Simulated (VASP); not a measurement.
Runs of VASP 6.6.1 on Be. The structure is that of space group P6_3/mmc (No. 194), or close to it. The cells are those of the table. 

```tsv
task	cell	k mesh	cutoff (eV)	smearing	gap on the mesh (eV)	pressure (GPa)	relaxed volume (Å³/atom)	largest force (eV/Å)
single point	a = 3.456, b = 3.456, c = 10.612 Å, angles 90.0, 90.0, 120.0°, 12 atoms	12 × 12 × 4	520	gaussian 0.1 eV	none	0.1	-	0.01
single point	a = 3.456, b = 3.456, c = 10.612 Å, angles 90.0, 90.0, 120.0°, 12 atoms	6 × 6 × 2	520	gaussian 0.2 eV	none	(a)	-	0.02
single point	a = 3.454, b = 3.454, c = 10.634 Å, angles 90.0, 90.0, 120.0°, 12 atoms	6 × 6 × 2	520	gaussian 0.1 eV	none	0.2	-	0.03
relaxation of cell and atoms	relaxed from a = 2.116, b = 2.116, c = 25.404 Å, angles 90.0, 90.0, 120.0°, 12 atoms	12 × 12 × 1	600	gaussian 0.1 eV	none	-0.1	9.17	0.03
single point	a = 3.431, b = 3.431, c = 10.773 Å, angles 90.0, 90.0, 120.0°, 12 atoms	12 × 12 × 1	520	gaussian 0.1 eV	none	0.1	-	0.01
single point	a = 2.116, b = 2.116, c = 25.404 Å, angles 90.0, 90.0, 120.0°, 12 atoms	12 × 12 × 1	520	gaussian 0.1 eV	none	(b)	-	0.17
relaxation of cell and atoms	relaxed from a = 3.431, b = 3.431, c = 10.773 Å, angles 90.0, 90.0, 120.0°, 12 atoms	6 × 6 × 2	600	gaussian 0.1 eV	none	0.0	9.18	0.02
```

Alike in all rows: level PBE; potentials or basis VASP PAW PBE potentials, release 64 (Be); no spin polarisation.

Task: Estimate the missing entries.

Result: (a) 0.3; (b) 217.0.

Caveats: some runs use coarse meshes.

A gap of «none» marks levels without a gap at the run's occupations.
